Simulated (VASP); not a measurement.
# AlN (P6_3mc) in VASP: a series of runs, part 2 of 2

VASP 6.6.1. The steps go on from the part before.

### 3 Single point, PBEsol (strain -0.015 along x and y, +0.015 along z)

File INCAR:

```
PREC = Accurate
ENCUT = 520
EDIFF = 1E-6
ISMEAR = 0
SIGMA = 0.05
LREAL = False
LASPH = True
NELM = 80
ALGO = Normal
ISIF = 2
LWAVE = False
LCHARG = True
GGA = PS
LELF = True
LVHAR = True
NBANDS = 16
```

File KPOINTS:

```
regular mesh
0
Gamma
  9 9 6
```

File POSCAR:

```
AlN
1.0
    3.0643371193      0.0000000000      0.0000000000
   -1.5321685597      2.6537937911      0.0000000000
    0.0000000000      0.0000000000      5.0526700000
Al N
2 2
Direct
    0.3333333333      0.6666666667      0.0000000000
    0.6666666667      0.3333333333      0.5000000000
    0.3333333333      0.6666666667      0.3850000000
    0.6666666667      0.3333333333      0.8850000000
```

Potentials or basis: VASP PAW PBE potentials, release 64 (Al, N).

On the command line:

```
> cat potpaw_PBE.64/Al/POTCAR potpaw_PBE.64/N/POTCAR > POTCAR
> mpirun -np 1 vasp_std > vasp.out
```

OUTCAR:

```text
PREC = Accurate
   ENCUT = 520
   EDIFF = 1E-6
   ISMEAR = 0
   LREAL = False
   LASPH = True
   NELM = 80
   ISIF = 2
   GGA = PS

 ion  position               nearest neighbor table
   1  0.333  0.667  0.000-   4 1.86   4 1.86   4 1.86   3 1.95   2 3.08   2 3.08   2 3.08   2 3.08
                             2 3.08   2 3.08
   2  0.667  0.333  0.500-   3 1.86   3 1.86   3 1.86   4 1.95   1 3.08   1 3.08   1 3.08   1 3.08
                             1 3.08   1 3.08
   3  0.333  0.667  0.385-   2 1.86   2 1.86   2 1.86   1 1.95
   4  0.667  0.333  0.885-   1 1.86   1 1.86   1 1.86   2 1.95

  LATTYP: Found a hexagonal cell.
 ALAT       =     3.0643371193
 C/A-ratio  =     1.6488623162

  Lattice vectors:

 A1 = (   3.0643371193,   0.0000000000,   0.0000000000)
 A2 = (  -1.5321685597,   2.6537937911,   0.0000000000)
 A3 = (   0.0000000000,   0.0000000000,   5.0526700000)

Analysis of symmetry for initial positions (statically):
=====================================================================
 Subroutine PRICEL returns:
 Original cell was already a primitive cell.

 Routine SETGRP: Setting up the symmetry group for a
 hexagonal supercell.

 Subroutine GETGRP returns: Found 12 space group operations
 (whereof  6 operations were pure point group operations)
 out of a pool of 24 trial point group operations.

The static configuration has the point symmetry C_3v.
 The point group associated with its full space group is C_6v.

Analysis of symmetry for dynamics (positions and initial velocities):
=====================================================================
 Subroutine PRICEL returns:
 Original cell was already a primitive cell.

 Routine SETGRP: Setting up the symmetry group for a
 hexagonal supercell.

[... 127 lines left out ...]
   IMIX   =      4    mixing-type and parameters
     AMIX     =   0.40;   BMIX     =  1.00
     AMIX_MAG =   1.60;   BMIX_MAG =  1.00
  volume/ion in A,a.u.               =      10.27        69.32
  Fermi-wavevector in a.u.,A,eV,Ry     =   1.195473  2.259117 19.444859  1.429157
  Thomas-Fermi vector in A             =   2.331438
   LORBIT       =      0    0 simple, 1 ext, 2 COOP (PROOUT), +10 PAW based schemes
   GGA     = PS    functional components
   LHFCALC =     F    Hartree Fock is set to
   AEXX    =    0.0000 exact exchange contribution
   IVDW    =     0    specifies the selected vdW correction
   LEPSILON=     F    determine dielectric tensor
   LRPA    =     F    only Hartree local field effects (RPA)
 non-spin polarized calculation
 Gauss-broadening in eV      SIGMA  =   0.05
  energy-cutoff  :      520.00
  volume of cell :       41.09
 maximum number of plane-waves:      1117
 NGX is ok and might be reduce to    24
   NGX = 11   NGY = 11   NGZ = 19

 number of electron      15.9999998 magnetization

 Free energy of the ion-electron system (eV)
  ---------------------------------------------------
  ext. energy  EPLUGINS =         0.00000000
  ---------------------------------------------------
  free energy    TOTEN  =       -31.25733888 eV

  energy without entropy =      -31.25733888  energy(sigma->0) =      -31.25733888

 E-fermi :   6.4014     XC(G=0): -11.1791

 val. band max:        6.1639954636   @ k =   0.0000   0.0000   0.0000
 cond. band min:      10.4539142978   @ k =   0.0000   0.0000   0.0000
 fundamental gap:      4.2899188342
 Fermi energy:         6.4013681077

 k-point     1 :       0.0000    0.0000    0.0000
  band No.  band energies     occupation
      1      -9.0479      2.00000
      2      -6.9463      2.00000
      3       0.0302      2.00000
      4       5.4331      2.00000
      5       5.4331      2.00000
      6       6.0100      2.00000
[... 433 lines left out ...]
      3       1.3965      2.00000
      4       2.0016      2.00000
      5       2.0016      2.00000
      6       3.3201      2.00000
[... 8 lines left out ...]
     15      19.2720      0.00000
     16      21.6117      0.00000

 [... further k-points ...]

------------------------ aborting loop because EDIFF is reached ----------------------------------------

  FORCE on cell =-STRESS in cart. coord.  units (eV):
  Direction    XX          YY          ZZ          XY          YZ          ZX
  --------------------------------------------------------------------------------------
  -------------------------------------------------------------------------------------
  Total        2.3823553      2.3823553     -1.3158633     -0.0000000      0.0000000      0.0000000
  in kB       92.8950262     92.8950262    -51.3093725     -0.0000000      0.0000000      0.0000000
  external PRESSURE =      44.8268933 kB  Pullay stress =       0.0000000 kB

 VOLUME and BASIS-vectors are now :
 -----------------------------------------------------------------------------
  energy-cutoff  :      520.00
  volume of cell :       41.09
      direct lattice vectors                 reciprocal lattice vectors
     3.064337119  0.000000000  0.000000000     0.326334852  0.188409515  0.000000000
    -1.532168560  2.653793791  0.000000000     0.000000000  0.376819029  0.000000000
     0.000000000  0.000000000  5.052670000     0.000000000  0.000000000  0.197915162

 POSITION                                       TOTAL-FORCE (eV/Angst)
 -----------------------------------------------------------------------------------
     -0.00000      1.76920      0.00000        -0.000000      0.000000      0.507828
      1.53217      0.88460      2.52633        -0.000000      0.000000      0.507828
     -0.00000      1.76920      1.94528         0.000000      0.000000     -0.507828
      1.53217      0.88460      4.47161        -0.000000      0.000000     -0.507828
 -----------------------------------------------------------------------------------
    total drift:                                0.000000      0.000000      0.000263

  FREE ENERGIE OF THE ION-ELECTRON SYSTEM (eV)
  ---------------------------------------------------
  free  energy   TOTEN  =       -31.2573388779 eV

  energy  without entropy=      -31.2573388779  energy(sigma->0) =      -31.25733888
```

stdout:

```text
POSCAR found type information on POSCAR AlN
 POSCAR found :  2 types and       4 ions
 scaLAPACK will be used
 -----------------------------------------------------------------------------
|                                                                             |
|                                                                             |
|     You enforced a specific xc type in the INCAR file but a different       |
|     I HOPE YOU KNOW WHAT YOU ARE DOING!                                     |
|                                                                             |
 -----------------------------------------------------------------------------

 LDA part: xc-table for (Slater+PW92), standard interpolation
 POSCAR, INCAR and KPOINTS ok, starting setup
 FFT: planning ... GRIDC
 FFT: planning ... GRID_SOFT
 FFT: planning ... GRID
 WAVECAR not read
 entering main loop
```

Wall time 36 s (1 thread of Intel Xeon 8259CL, shared host); peak memory 0.17 GiB.

What came out:

| Property | Result |
| --- | --- |
| Free energy | -31.2573 eV |
| Pressure | 4.5 GPa |
| Largest force | 0.508 eV/Å |
| Band gap on the k mesh | 4.29 eV |

Forces on the atoms (eV/Å):
```
Al   0.000  0.000  0.508
Al   0.000  0.000  0.508
N    0.000  0.000 -0.508
N    0.000  0.000 -0.508
```

Caveat: the cell differs from its parent crystal (strain -0.015 along x and y, +0.015 along z); the cell stands under pressure; the PAW data sets were made with another functional, which shifts forces and pressure a little.

### 4 Single point, PBEsol (strain -0.015 along x and y, +0.030 along z)

File INCAR:

```
SYSTEM = AlN
  PREC = Accurate
  ENCUT = 520
  EDIFF = 1E-6
  ISMEAR = 0
  SIGMA = 0.05
  LREAL = .FALSE.
  LASPH = .TRUE.
  NELM = 100
  ALGO = Normal
  ISIF = 2
  LWAVE = .FALSE.
  LCHARG = .FALSE.
  GGA = PS
  NBANDS = 16
```

File KPOINTS:

```
regular mesh
0
G
  9 9 6
  0 0 0
```

POSCAR, as its differences from that of step 3:

```diff
@@ -4,3 +4,3 @@
    -1.5321685597      2.6537937911      0.0000000000
-    0.0000000000      0.0000000000      5.0526700000
+    0.0000000000      0.0000000000      5.1273400000
 Al N
```

Potentials or basis: VASP PAW PBE potentials, release 64 (Al, N).

On the command line:

```
> cat potpaw_PBE.64/Al/POTCAR potpaw_PBE.64/N/POTCAR > POTCAR
> mpirun -np 1 vasp_std > vasp.out
```

OUTCAR:

```text
SYSTEM = AlN
   PREC = Accurate
   ENCUT = 520
   EDIFF = 1E-6
   ISMEAR = 0
   LREAL = .FALSE.
   LASPH = .TRUE.
   NELM = 100
   ISIF = 2
   GGA = PS

 ion  position               nearest neighbor table
   1  0.333  0.667  0.000-   4 1.86   4 1.86   4 1.86   3 1.97   2 3.11   2 3.11   2 3.11   2 3.11
                             2 3.11   2 3.11
   2  0.667  0.333  0.500-   3 1.86   3 1.86   3 1.86   4 1.97   1 3.11   1 3.11   1 3.11   1 3.11
                             1 3.11   1 3.11
   3  0.333  0.667  0.385-   2 1.86   2 1.86   2 1.86   1 1.97
   4  0.667  0.333  0.885-   1 1.86   1 1.86   1 1.86   2 1.97

[... 661 lines left out ...]
  -------------------------------------------------------------------------------------
  Total        2.1361514      2.1361514     -2.8139337     -0.0000000      0.0000000      0.0000000
  in kB       82.0817817     82.0817817   -108.1256195     -0.0000000      0.0000000      0.0000000
  external PRESSURE =      18.6793146 kB  Pullay stress =       0.0000000 kB

 VOLUME and BASIS-vectors are now :
 -----------------------------------------------------------------------------
  energy-cutoff  :      520.00
  volume of cell :       41.70
      direct lattice vectors                 reciprocal lattice vectors
     3.064337119  0.000000000  0.000000000     0.326334852  0.188409515  0.000000000
    -1.532168560  2.653793791  0.000000000     0.000000000  0.376819029  0.000000000
     0.000000000  0.000000000  5.127340000     0.000000000  0.000000000  0.195032902

 POSITION                                       TOTAL-FORCE (eV/Angst)
 -----------------------------------------------------------------------------------
     -0.00000      1.76920      0.00000         0.000000     -0.000000      0.600287
      1.53217      0.88460      2.56367         0.000000      0.000000      0.600287
     -0.00000      1.76920      1.97403        -0.000000      0.000000     -0.600287
      1.53217      0.88460      4.53770         0.000000     -0.000000     -0.600287
 -----------------------------------------------------------------------------------
    total drift:                                0.000000      0.000000     -0.000805

  FREE ENERGIE OF THE ION-ELECTRON SYSTEM (eV)
  ---------------------------------------------------
  free  energy   TOTEN  =       -31.2274214547 eV

  energy  without entropy=      -31.2274214547  energy(sigma->0) =      -31.22742145
```

OSZICAR:

```text
N       E                     dE             d eps       ncg     rms          rms(c)
DAV:   1     0.406608182755E+02    0.40661E+02   -0.72673E+03  1536   0.894E+02
DAV:   2    -0.322428038705E+02   -0.72904E+02   -0.66201E+02  2064   0.187E+02
DAV:   3    -0.357175191143E+02   -0.34747E+01   -0.34631E+01  1960   0.425E+01
DAV:   4    -0.357387914308E+02   -0.21272E-01   -0.21271E-01  1864   0.372E+00
DAV:   5    -0.357390598821E+02   -0.26845E-03   -0.26845E-03  1960   0.425E-01    0.118E+01
DAV:   6    -0.312831060253E+02    0.44560E+01   -0.97891E+00  1824   0.225E+01    0.422E+00
DAV:   7    -0.312657946963E+02    0.17311E-01   -0.61639E-01  1688   0.544E+00    0.291E+00
DAV:   8    -0.312316565595E+02    0.34138E-01   -0.72200E-02  1752   0.225E+00    0.547E-01
DAV:   9    -0.312271520846E+02    0.45045E-02   -0.11936E-02  1928   0.807E-01    0.246E-01
DAV:  10    -0.312274950936E+02   -0.34301E-03   -0.13269E-03  1736   0.239E-01    0.143E-01
DAV:  11    -0.312274209924E+02    0.74101E-04   -0.13779E-04  1872   0.879E-02    0.251E-02
DAV:  12    -0.312274214547E+02   -0.46234E-06   -0.58535E-06  1792   0.201E-02
   1 F= -.31227421E+02 E0= -.31227421E+02  d E =-.136798E-16
```

Run time: 33 s. Hardware: 1 thread of Intel Xeon 8259CL, shared host; peak memory 0.17 GiB.

What came out:

```yaml
Free_energy: -31.2274 eV
Pressure: 1.9 GPa
Largest_force: 0.600 eV/Å
Band_gap_on_the_k_mesh: 4.18 eV
```

Forces in eV/Å, atoms in the order of the input:
```
Al   0.000  0.000  0.600
Al   0.000  0.000  0.600
N    0.000  0.000 -0.600
N    0.000  0.000 -0.600
```

Stress tensor (GPa, compression positive):
```
  8.21   0.00   0.00
  0.00   8.21   0.00
  0.00   0.00 -10.81
```

Levels at points of the mesh, in eV from the valence-band top:
| k point | band 4 | band 5 | band 6 | band 7 | band 8 | band 9 | band 10 | band 11 | band 12 | band 13 |
| --- | --- | --- | --- | --- | --- | --- | --- | --- | --- | --- |
| (0.00, 0.00, 0.00) | -0.61 | -0.61 | -0.08 | -0.08 | 0.00 | 4.18 | 7.14 | 10.44 | 11.58 | 11.58 |
| (0.00, 0.00, 0.50) | -3.42 | -0.35 | -0.35 | -0.35 | -0.35 | 6.69 | 6.69 | 10.17 | 10.17 | 11.90 |

Caveat: the cell differs from its parent crystal (strain -0.015 along x and y, +0.030 along z); the PAW data sets were made with another functional, which shifts forces and pressure a little.

### 5 The runs side by side

| cell | gap on the mesh (eV) | pressure (GPa) | largest force (eV/Å) |
| --- | --- | --- | --- |
| a = 3.111, b = 3.111, c = 4.903 Å, angles 90.0, 90.0, 120.0°, 4 atoms | 4.18 | 3.5 | 0.02 |
| a = 3.064, b = 3.064, c = 5.053 Å, angles 90.0, 90.0, 120.0°, 4 atoms | 4.29 | 4.5 | 0.51 |
| a = 3.064, b = 3.064, c = 5.127 Å, angles 90.0, 90.0, 120.0°, 4 atoms | 4.18 | 1.9 | 0.60 |

Alike in all rows: task single point; level PBEsol; potentials or basis VASP PAW PBE potentials, release 64 (Al, N); no spin polarisation; k mesh 9 × 9 × 6; cutoff (eV) 520; smearing gaussian 0.05 eV.

Caveats: the PAW data sets were made with another functional, which shifts forces and pressure a little; the cell stands under pressure (at least some runs); an odd mesh through Γ misses points on the zone boundary, where band edges can lie (at least some runs).

Absolute energies hang on the potentials; compare differences alone.
